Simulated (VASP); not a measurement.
Co: single point with LDA

Co:

```
CELL_PARAMETERS angstrom
2.43859 0.00000 0.00000
-1.21930 2.11188 0.00000
0.00000 0.00000 3.96680
ATOMIC_POSITIONS crystal
Co 0.66667 0.33333 0.75000
Co 0.33333 0.66667 0.25000
```

This cell differs from its parent crystal: volume scaled by 0.96.

```yaml
Program: VASP 6.6.1
Task: single point
Functional: LDA
Potentials_or_basis: VASP PAW LDA potentials, release 64 (Co)
Cutoff: 520 eV
k_mesh: 12 × 12 × 7
Occupations: fermi-dirac, width 0.05 eV
Spin: collinear spin, ferromagnetic start
Starting_moments: "[2.0, 2.0] μB"
```

| Property | Result |
| --- | --- |
| Pressure | -6.6 GPa |
| Net moment | 2.98 μB per cell |
| Site moments | Co +1.49 μB |
| Valence electrons inside the program's atomic spheres | Co 8.40 |

Stress tensor (GPa, compression positive):
```
-5.67  0.00  0.00
 0.00 -5.67  0.00
 0.00  0.00 -8.51
```

Levels at points of the mesh, in eV from the Fermi level:
Spin up:
```
           k point  band 8  band 9  band 10  band 11  band 12  band 13
(0.00, 0.00, 0.00)   -1.73   -1.73    -0.52    -0.52    -0.15     6.93
(0.50, 0.00, 0.00)   -0.36   -0.28    -0.20     1.63     3.77    10.17
```
Spin down:
| k point | band 5 | band 6 | band 7 | band 8 | band 9 | band 10 |
| --- | --- | --- | --- | --- | --- | --- |
| (0.00, 0.00, 0.00) | -1.14 | -0.75 | -0.75 | -0.26 | -0.26 | 0.02 |
| (0.50, 0.00, 0.00) | -1.28 | -1.19 | -0.76 | 1.20 | 1.32 | 1.37 |

Wall time 29 s on 1 thread of Intel(R) Xeon(R) Platinum 8559C (Emerald Rapids) (shared host), peak memory 0.15 GiB.
